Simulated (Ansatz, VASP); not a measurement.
One calculation of Ta, two programs

Contents of INCAR:

```
SYSTEM = Ta
PREC = Accurate
ENCUT = 520
EDIFF = 1E-6
ISMEAR = -1
SIGMA = 0.1
LREAL = .False.
LASPH = .True.
NELM = 60
ALGO = Normal
ISIF = 2
LWAVE = .False.
LCHARG = .True.
GGA = PS
LELF = .True.
LVHAR = .True.
NBANDS = 12
```

The input KPOINTS:

```
regular mesh
0
Gamma
  21 21 21
  0 0 0
```

POSCAR

```
Ta
1.0
    0.0000000000      2.0309535759      2.0309535759
    2.0309535759      0.0000000000      2.0309535759
    2.0309535759      2.0309535759      0.0000000000
Ta
1
Direct
    0.0000000000      0.0000000000      0.0000000000
```

Input for Ansatz:

```yaml
crystal:
  lattice:
    - [0.0, 2.0309535759, 2.0309535759]
    - [2.0309535759, 0.0, 2.0309535759]
    - [2.0309535759, 2.0309535759, 0.0]
  atoms:
    - { symbol: Ta, position: [0.0, 0.0, 0.0] }
hamiltonian:
  xc: pbesol
  pseudopotentials:
    kind: paw
    azcp:
      Ta: "pseudopotentials/Ta.paw.azcp"
basis:
  ecutwfc: 420
  fft_grid_basis: typed
kpoints:
  mp_grid: { grid: [21, 21, 21], shift: [0, 0, 0] }
magnetization:
  spin_polarized: false
scf:
  occupations: { method: fermi_dirac, width: 0.1 }
output:
  stress: true
```

Alike in both runs: task single point; functional PBEsol; k mesh 21 × 21 × 21; occupations fermi-dirac, width 0.1 eV; no spin polarisation.

```csv
,VASP,Ansatz
version,VASP 6.6.1,Ansatz 0.2.0
potentials or method,"VASP PAW PBE potentials, release 64 (Ta_pv), cutoff 520 eV","plane waves (420 eV) with PAW, scalar-relativistic"
valence electrons in the cell,11,13
```

Ansatz gave:

* pressure (GPa): 19.7

**Question.** What did VASP give for the same quantities?

**Answer.** Pressure (GPa): 20.0.

VASP's potentials were made for PBE, not for PBEsol, and Ansatz warns of the same on its side. VASP's potentials hold 11 valence electrons a cell and Ansatz's 13, so a difference there can come from the potentials and not from the codes.

Neither program's run includes spin-orbit coupling.
